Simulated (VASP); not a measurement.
# Sr (P6_3/mmc) in VASP: a series of runs, part 2 of 2

VASP 6.6.1.

## 3. Electric field gradients, LDA (volume scaled by 1.06)

Contents of INCAR:

```
PREC     = Accurate       # precision mode
ENCUT    = 520            # plane-wave cutoff, eV
EDIFF    = 1E-8           # SCF threshold, eV
ISMEAR   = -1             # smearing method
SIGMA    = 0.08           # smearing width, eV
LREAL    = F              # projectors in reciprocal space
LASPH    = T              # aspherical terms in the spheres
NELM     = 60             # most SCF steps
ALGO     = Normal         # electronic algorithm
ISIF     = 2              # what is computed and relaxed
LWAVE    = F              # write WAVECAR
LCHARG   = F              # write CHGCAR
GGA      = CA             # functional
LEFG     = T            
NBANDS   = 17             # bands
```

Contents of KPOINTS:

```
regular mesh
0
Gamma
  10 10 5
```

Contents of POSCAR:

```
Sr
1.0
    4.3945314897      0.0000000000      0.0000000000
   -2.1972657449      3.8057759077      0.0000000000
    0.0000000000      0.0000000000      7.1882703981
Sr
2
Direct
    0.3333333333      0.6666666667      0.2500000000
    0.6666666667      0.3333333333      0.7500000000
```

Potentials or basis: VASP PAW LDA potentials, release 64 (Sr_sv).

Command:

```sh
cat potpaw_LDA.64/Sr_sv/POTCAR > POTCAR
mpirun -np 1 vasp_std > vasp.out
```

OUTCAR:

```text
PREC = Accurate
   ENCUT = 520
   EDIFF = 1E-8
   ISMEAR = -1
   LREAL = F
   LASPH = T
   NELM = 60
   ISIF = 2
   GGA = CA

 ion  position               nearest neighbor table
   1  0.333  0.667  0.250-   2 4.40   2 4.40   2 4.40   2 4.40   2 4.40   2 4.40
   2  0.667  0.333  0.750-   1 4.40   1 4.40   1 4.40   1 4.40   1 4.40   1 4.40

  LATTYP: Found a hexagonal cell.
 ALAT       =     4.3945314897
 C/A-ratio  =     1.6357307747

  Lattice vectors:

 A1 = (   4.3945314897,   0.0000000000,   0.0000000000)
 A2 = (  -2.1972657449,   3.8057759077,   0.0000000000)
 A3 = (   0.0000000000,   0.0000000000,   7.1882703981)

Analysis of symmetry for initial positions (statically):
=====================================================================
 Subroutine PRICEL returns:
 Original cell was already a primitive cell.

 Routine SETGRP: Setting up the symmetry group for a
[... 671 lines left out ...]
  energy-cutoff  :      520.00
  volume of cell :      120.22
      direct lattice vectors                 reciprocal lattice vectors
     4.394531490  0.000000000  0.000000000     0.227555543  0.131379254  0.000000000
    -2.197265745  3.805775908  0.000000000     0.000000000  0.262758508  0.000000000
     0.000000000  0.000000000  7.188270398     0.000000000  0.000000000  0.139115524

 POSITION                                       TOTAL-FORCE (eV/Angst)
 -----------------------------------------------------------------------------------
     -0.00000      2.53718      1.79707        -0.000000     -0.000000     -0.000000
      2.19727      1.26859      5.39120         0.000000      0.000000      0.000000
 -----------------------------------------------------------------------------------
    total drift:                               -0.000000      0.000000     -0.000000

  FREE ENERGIE OF THE ION-ELECTRON SYSTEM (eV)
  ---------------------------------------------------
  free  energy   TOTEN  =        -3.6485282382 eV

  energy  without entropy=       -3.5882701091  energy(sigma->0) =       -3.61839917

 Electric field gradients (V/A^2)
---------------------------------------------------------------------
 ion       V_xx      V_yy      V_zz      V_xy      V_xz      V_yz
---------------------------------------------------------------------
   1       1.393     1.394    -2.787     0.000     0.000    -0.000
   2       1.393     1.394    -2.787     0.000    -0.000     0.000
---------------------------------------------------------------------

 Electric field gradients after diagonalization (V/A^2)
 (convention: |V_zz| > |V_xx| > |V_yy|)
----------------------------------------------------------------------
 ion       V_xx      V_yy      V_zz     asymmetry (V_yy - V_xx)/ V_zz
----------------------------------------------------------------------
   1       1.394     1.393    -2.787       0.000
   2       1.394     1.393    -2.787       0.000
----------------------------------------------------------------------

           NMR quadrupolar parameters

 Cq : quadrupolar parameter    Cq=e*Q*V_zz/h
 eta: asymmetry parameters     (V_yy - V_xx)/ V_zz
 Q  : nuclear electric quadrupole moment in mb (millibarn)
----------------------------------------------------------------------
 ion       Cq(MHz)       eta       Q (mb)
----------------------------------------------------------------------
   1      -0.007       0.000       1.000
   2      -0.007       0.000       1.000
----------------------------------------------------------------------
```

OSZICAR:

```text
N       E                     dE             d eps       ncg     rms          rms(c)
DAV:   1     0.109032896326E+03    0.10903E+03   -0.92802E+03  1428   0.978E+02
DAV:   2     0.491115167131E+01   -0.10412E+03   -0.10272E+03  1841   0.231E+02
DAV:   3    -0.343802005581E+01   -0.83492E+01   -0.83100E+01  2585   0.460E+01
DAV:   4    -0.364281393060E+01   -0.20479E+00   -0.20445E+00  2006   0.680E+00
DAV:   5    -0.364798104819E+01   -0.51671E-02   -0.51662E-02  2283   0.792E-01    0.149E+01
DAV:   6    -0.364853414924E+01   -0.55310E-03   -0.13425E-02  1943   0.126E+00    0.831E+00
DAV:   7    -0.364852069309E+01    0.13456E-04   -0.21706E-02  1796   0.157E+00    0.438E-01
DAV:   8    -0.364846048851E+01    0.60205E-04   -0.34914E-03  2407   0.292E-01    0.141E-01
DAV:   9    -0.364851244357E+01   -0.51955E-04   -0.14666E-04  2079   0.585E-02    0.467E-02
DAV:  10    -0.364852756928E+01   -0.15126E-04   -0.15277E-05  1932   0.284E-02    0.802E-03
DAV:  11    -0.364852810377E+01   -0.53449E-06   -0.70355E-07  2248   0.563E-03    0.195E-03
DAV:  12    -0.364852823638E+01   -0.13261E-06   -0.33669E-07  2326   0.259E-03    0.131E-03
DAV:  13    -0.364852823821E+01   -0.18258E-08   -0.14636E-08  1664   0.694E-04
   1 F= -.36485282E+01 E0= -.36183992E+01  d E =-.602581E-01
```

It took 42 s on 1 thread of AMD EPYC 9R45 (Zen 5), shared host; peak memory 0.21 GiB.

What came out:

| Item | Value |
| --- | --- |
| Free energy | -3.6485 eV |
| Pressure | -2.0 GPa |
| Band gap on the k mesh | zero (band 10 reaches 1.25 eV, above the bottom of band 11 at 1.14 eV) |

Electric field gradients, principal values (V/Å²):
| atom | least | middle | greatest (by size) |
| --- | --- | --- | --- |
| 1 Sr | 1.393 | 1.394 | -2.787 |
| 2 Sr | 1.393 | 1.394 | -2.787 |

Caveat: without QUAD_EFG the Cq values of the log hold for a quadrupole moment of 1 mb, not for the nuclei.
